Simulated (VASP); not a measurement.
Write the native input for VASP 6.6.1 that does the following.

```
Task                   : single point
Functional             : BLYP
Potentials or basis    : VASP PAW PBE potentials, release 64 (Pb_d, Te)
Cutoff                 : 520 eV
k mesh                 : 7 × 7 × 7
Occupations            : fermi-dirac, width 0.05 eV
Spin                   : no spin polarisation
Dipole correction      : no
Further INCAR settings : ALGO = Normal; EDIFF = 1e-06; NBANDS = 17
```

The structure of TePb lies in POSCAR:

```
TePb
1.0
    0.0000000000      3.1650427173      3.1650427173
    3.1650427173      0.0000000000      3.1650427173
    3.1650427173      3.1650427173      0.0000000000
Pb Te
1 1
Direct
    0.0000000000      0.0000000000      0.0000000000
    0.5000000000      0.5000000000      0.5000000000
```

One way to write it, as run:

INCAR

```
AGGAC    = 1.0          
AGGAX    = 1.0          
ALDAC    = 0.0          
ALDAX    = 1.0          
ALGO     = Normal         # electronic algorithm
EDIFF    = 1E-6           # SCF threshold, eV
ENCUT    = 520            # plane-wave cutoff, eV
GGA      = B5             # functional
ISIF     = 2              # what is computed and relaxed
ISMEAR   = -1             # smearing method
LASPH    = True           # aspherical terms in the spheres
LCHARG   = False          # write CHGCAR
LREAL    = False          # projectors in reciprocal space
LWAVE    = False          # write WAVECAR
NBANDS   = 17             # bands
NELM     = 100            # most SCF steps
PREC     = Accurate       # precision mode
SIGMA    = 0.05           # smearing width, eV
```

KPOINTS

```
k-points
0
Gamma
  7 7 7
```

Potentials or basis: VASP PAW PBE potentials, release 64 (Pb_d, Te).

The run is started by

```sh
$ cat potpaw_PBE.64/Pb_d/POTCAR potpaw_PBE.64/Te/POTCAR > POTCAR
$ mpirun -np 1 vasp_std > vasp.out
```

Results of the run:

```
Pressure : 9.4 GPa
```

Caveat: the PAW data sets were made with another functional, which shifts forces and pressure a little.

Run time: 51 s on 1 thread of AMD EPYC 7R43 64-Core Processor (Zen 3), on a shared host, peak memory 0.16 GiB.
